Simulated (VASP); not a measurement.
Wanted: the native input for a VASP 6.6.1 run.

* Task: single point
* Functional: PBEsol
* Potentials or basis: VASP PAW PBE potentials, release 64 (Nb_sv)
* Cutoff: 520 eV
* k mesh: 18 × 18 × 18
* Occupations: gaussian, width 0.1 eV
* Spin: no spin polarisation
* Dipole correction: no
* k mesh for the DOS: 27 × 27 × 27
* Occupations for the DOS: tetrahedron
* Further INCAR settings: ALGO = Fast; EDIFF = 1e-06

The system is Nb.

```
Nb
1.0
    -1.65556    1.65556    1.65556
     1.65556   -1.65556    1.65556
     1.65556    1.65556   -1.65556
Nb
1
Direct
  0.00000 0.00000 0.00000
```

The input as run:

POSCAR

```
Nb
1.0
   -1.6555580008      1.6555580008      1.6555580008
    1.6555580008     -1.6555580008      1.6555580008
    1.6555580008      1.6555580008     -1.6555580008
Nb
1
Direct
    0.0000000000      0.0000000000      0.0000000000
```

INCAR.step1

```
SYSTEM = Nb
PREC     = Accurate       ! precision mode
ENCUT    = 520            ! plane-wave cutoff, eV
EDIFF    = 1E-6           ! SCF threshold, eV
ISMEAR   = 0              ! smearing method
SIGMA    = 0.1            ! smearing width, eV
LREAL    = .FALSE.        ! projectors in reciprocal space
LASPH    = .TRUE.         ! aspherical terms in the spheres
NELM     = 80             ! most SCF steps
ALGO     = Fast           ! electronic algorithm
ISIF     = 2              ! what is computed and relaxed
LWAVE    = .FALSE.        ! write WAVECAR
LCHARG   = .TRUE.         ! write CHGCAR
LMAXMIX  = 4              ! l up to which the mixer works
GGA      = PS             ! functional
NBANDS   = 12             ! bands
```

KPOINTS.step1

```
Automatic mesh
0
G
  18 18 18
  0 0 0
```

INCAR.step2

```
SYSTEM = Nb
PREC     = Accurate       ! precision mode
ENCUT    = 520            ! plane-wave cutoff, eV
EDIFF    = 1E-6           ! SCF threshold, eV
ISMEAR   = -5             ! smearing method
SIGMA    = 0.1            ! smearing width, eV
LREAL    = .FALSE.        ! projectors in reciprocal space
LASPH    = .TRUE.         ! aspherical terms in the spheres
NELM     = 80             ! most SCF steps
ALGO     = Fast           ! electronic algorithm
ISIF     = 2              ! what is computed and relaxed
LWAVE    = .FALSE.        ! write WAVECAR
LCHARG   = .FALSE.        ! write CHGCAR
LMAXMIX  = 4              ! l up to which the mixer works
GGA      = PS             ! functional
LORBIT   = 10             ! projections on sites
NEDOS    = 2001           ! points of the DOS
ICHARG   = 11             ! starting density
```

KPOINTS.step2

```
Automatic mesh
0
G
  27 27 27
  0 0 0
```

Potentials or basis: VASP PAW PBE potentials, release 64 (Nb_sv).

The run is started by

```sh
$ cat potpaw_PBE.64/Nb_sv/POTCAR > POTCAR
$ cp INCAR.step1 INCAR
$ cp KPOINTS.step1 KPOINTS
$ mpirun -np 1 vasp_std > vasp.out
$ cp INCAR.step2 INCAR
$ cp KPOINTS.step2 KPOINTS
$ mpirun -np 1 vasp_std > vasp.out
```

Results of the run:

```json
{"Valence electrons inside the program's atomic spheres": "Nb 10.71"}
```

Wall time 90 s on 1 thread of Intel(R) Xeon(R) 6975P-C (Granite Rapids), with other jobs on the host, peak memory 0.25 GiB.
